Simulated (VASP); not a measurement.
Runs of VASP 6.6.1 on YN. It takes space group Fm-3m (No. 225, cubic). The conventional cell has a = 4.896 Å, b = 4.896 Å, c = 4.896 Å, α = 90.00°, β = 90.00°, γ = 90.00°. Y (site symmetry m-3m) has 6 N at 2.45 Å within 3.2 Å. Within 3.2 Å of N (site symmetry m-3m) lie 6 Y at 2.45 Å. 

```csv
level,k mesh,cutoff (eV),grid for exact exchange (PRECFOCK),share of exact exchange,gap on the mesh (eV),pressure (GPa)
PBE,6 × 6 × 6,600,-,-,(c),0.9
PBE,10 × 10 × 10,600,-,-,(b),0.7
PBE0,6 × 6 × 6,520,Normal,0.25,1.78,-1.8
r2SCAN,6 × 6 × 6,660,-,-,0.59,(a)
```

Alike in all rows: task single point; potentials or basis VASP PAW PBE potentials, release 64 (Y_sv, N); no spin polarisation; cell as given; smearing gaussian 0.01 eV.

**Question.** Estimate the missing entries.

**Answer.** (a) 0.3; (b) 0.20; (c) 0.18.

Caveats: the PAW data sets were made with another functional, which shifts forces and pressure a little (at least some runs).

A k mesh can miss the band edges, and the runs leave out spin-orbit coupling on Y.
